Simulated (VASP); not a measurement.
The system is Zn.

```
CELL_PARAMETERS angstrom
0.00000 1.96655 1.96655
1.96655 0.00000 1.96655
1.96655 1.96655 0.00000
ATOMIC_POSITIONS crystal
Zn 0.00000 0.00000 0.00000
```

This isn't the form of Zn at room conditions, which is hcp.

```yaml
Program: VASP 6.6.1
Task: relaxation of cell and atoms
Functional: r2SCAN
Potentials_or_basis: VASP PAW PBE potentials, release 64 (Zn)
Cutoff: 600 eV
k_mesh: 14 × 14 × 14
Occupations: fermi-dirac, width 0.1 eV
Spin: no spin polarisation
```

At the start: pressure -4.2 GPa; volume 15.21 Å³/atom.

**Question.** Where does the relaxation end?

**Answer.** Over 8 steps the energy falls by 12.3 meV/atom and the volume is 14.39 Å³/atom (-5.4 %); space group Fm-3m (No. 225, to 0.1 Å) before and after.

Step by step:
```tsv
step	energy change (eV)	largest force (eV/Å)	pressure (GPa)	volume (Å³)
1	0.0000	0.0000	-4.24	15.21
2	-0.0123	0.0000	0.36	14.34
3	-0.0123	0.0000	-0.16	14.39
4	-0.0123	0.0000	0.22	14.37
5	-0.0123	0.0000	-0.28	14.41
6	-0.0123	0.0000	0.14	14.39
7	-0.0123	0.0000	-0.14	14.40
8	-0.0123	0.0000	-0.01	14.39
```

Final structure:
```
CELL_PARAMETERS angstrom
0.00000 1.93076 1.93076
1.93076 0.00000 1.93076
1.93076 1.93076 0.00000
ATOMIC_POSITIONS crystal
Zn 0.00000 0.00000 0.00000
```

Caveat: the PAW data sets were made with another functional, which shifts forces and pressure a little.
